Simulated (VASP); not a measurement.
Here is a VASP 6.6.1 calculation.

Contents of INCAR:

```
SYSTEM = AlGa3N4
ALGO = Normal
EDIFF = 1E-6
ENCUT = 520
GGA = CA
ISIF = 2
ISMEAR = 0
LASPH = .TRUE.
LCHARG = .FALSE.
LREAL = .FALSE.
LWAVE = .FALSE.
NBANDS = 41
NELM = 80
PREC = Accurate
SIGMA = 0.05
```

File KPOINTS:

```
k-points
0
G
  6 6 6
  0 0 0
```

File POSCAR:

```
AlGa3N4
1.0
    4.4267521656      0.1033646631      0.1033646631
    0.1033646631      4.4267521656      0.1033646631
    0.1033646631      0.1033646631      4.4267521656
Al Ga N
1 3 4
Direct
    0.0000000000      0.0000000000      0.0000000000
    0.5000000000      0.5000000000      0.0000000000
    0.5000000000      0.0000000000      0.5000000000
    0.0000000000      0.5000000000      0.5000000000
    0.7548078379      0.7548078379      0.2451921621
    0.7548078379      0.2451921621      0.7548078379
    0.2451921621      0.7548078379      0.7548078379
    0.2451921621      0.2451921621      0.2451921621
```

Potentials or basis: VASP PAW LDA potentials, release 64 (Al, Ga_d, N).

Run with:

```bash
$ cat potpaw_LDA.64/Al/POTCAR potpaw_LDA.64/Ga_d/POTCAR potpaw_LDA.64/N/POTCAR > POTCAR
$ mpirun -np 1 vasp_std > vasp.out
```

(1) Predict the largest force.

(2) What does it give for the pressure?

(3) Estimate the band gap on the k mesh.

## Answers

(1) 0.681 eV/Å.

(2) 2.7 GPa.

(3) 2.32 eV.
